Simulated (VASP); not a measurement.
BeH2O2 (Behoite): single point with r2SCAN

Crystal: BeH2O2 (Behoite).

```
Be H O
1.0
     4.53360    0.00000    0.00000
     0.00000    4.62550    0.00000
     0.00000    0.00000    7.03840
Be H O
4 8 8
Direct
  0.03648 0.70020 0.62606
  0.46352 0.29980 0.12606
  0.53648 0.79980 0.37394
  0.96352 0.20020 0.87394
  0.27269 0.09318 0.56869
  0.22731 0.90682 0.06869
  0.77269 0.40682 0.43131
  0.72731 0.59318 0.93131
  0.35315 0.42454 0.78195
  0.14685 0.57546 0.28195
  0.85315 0.07546 0.21805
  0.64685 0.92454 0.71805
  0.18244 0.11029 0.04950
  0.31756 0.88971 0.54950
  0.68244 0.38971 0.95050
  0.81756 0.61029 0.45050
  0.15570 0.40804 0.72869
  0.34430 0.59196 0.22869
  0.65570 0.09196 0.27131
  0.84430 0.90804 0.77131
```

```yaml
Program: VASP 6.6.1
Task: single point
Functional: r2SCAN
Potentials_or_basis: VASP PAW PBE potentials, release 64 (Be, H, O)
Cutoff: 520 eV
k_mesh: 5 × 5 × 3
Occupations: fermi-dirac, width 0.02 eV
Spin: no spin polarisation
Dipole_correction: no
Further_INCAR_settings: LREAL = Auto; ALGO = Normal; EDIFF = 1e-06; NBANDS = 48
```

The pressure is -0.6 GPa and the largest force is 0.163 eV/Å. The band gap on the k mesh is 6.10 eV, direct.

Forces on the atoms (eV/Å):
```
Be   0.015 -0.021  0.000
Be  -0.015  0.021  0.000
Be   0.015  0.021  0.000
Be  -0.015 -0.021  0.000
H   -0.033  0.153  0.040
H    0.033 -0.153  0.040
H   -0.033 -0.153 -0.040
H    0.033  0.153 -0.040
H    0.151  0.003  0.062
H   -0.151 -0.003  0.062
H    0.151 -0.003 -0.062
H   -0.151  0.003 -0.062
O   -0.040  0.085  0.004
O    0.040 -0.085  0.004
O   -0.040 -0.085 -0.004
O    0.040  0.085 -0.004
O   -0.081 -0.014 -0.061
O    0.081  0.014 -0.061
O   -0.081  0.014  0.061
O    0.081 -0.014  0.061
```

Stress tensor (GPa, compression positive):
```
-0.56  0.00  0.00
 0.00  0.12  0.00
 0.00  0.00 -1.31
```

Levels at points of the mesh, in eV from the valence-band top:
| k point | band 29 | band 30 | band 31 | band 32 | band 33 | band 34 | band 35 | band 36 |
| --- | --- | --- | --- | --- | --- | --- | --- | --- |
| (0.00, 0.00, 0.00) | -0.27 | -0.15 | -0.03 | 0.00 | 6.10 | 9.17 | 9.44 | 9.89 |

It took 6.2 min on 1 thread of Intel(R) Xeon(R) Platinum 8488C (Sapphire Rapids), with other jobs on the host, peak memory 0.31 GiB.

Caveat: the PAW data sets were made with another functional, which shifts forces and pressure a little. A k mesh can miss the band edges.
